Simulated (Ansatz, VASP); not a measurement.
# One calculation of Si, two programs

```
Si
1.0
     3.95506    0.00000    0.00000
     0.00000    3.95506    0.00000
     0.00000    0.00000    6.93903
Si
6
Cartesian
  0.0000 0.0000 1.7348
  0.0000 0.0000 5.2043
  2.6606 0.9813 3.4695
  1.2945 2.9738 3.4695
  2.9738 2.6606 0.0000
  0.9813 1.2945 0.0000
```

Alike in both runs: functional PBE; k mesh 10 × 10 × 6; occupations gaussian, width 0.01 eV; no spin polarisation.

Ansatz relaxed the structure, and its values are those at the end. VASP's run is a single point on that final structure, the one shown.

```csv
,VASP,Ansatz
version,VASP 6.6.1,Ansatz 0.2.0
potentials or method,"VASP PAW PBE potentials, release 64 (Si), cutoff 520 eV","scalar-relativistic, plane waves, PAW"
valence electrons in the cell,24,24
```

VASP gave:

```
gap on the k mesh at the Fermi level (eV) : 0.15
least direct gap on the mesh (eV)         : 0.60
pressure (GPa)                            : -0.1
```

**Question.** Estimate Ansatz's values.

**Answer.** gap on the k mesh at the Fermi level (eV): 0.15; least direct gap on the mesh (eV): 0.60; pressure (GPa): 0.0.
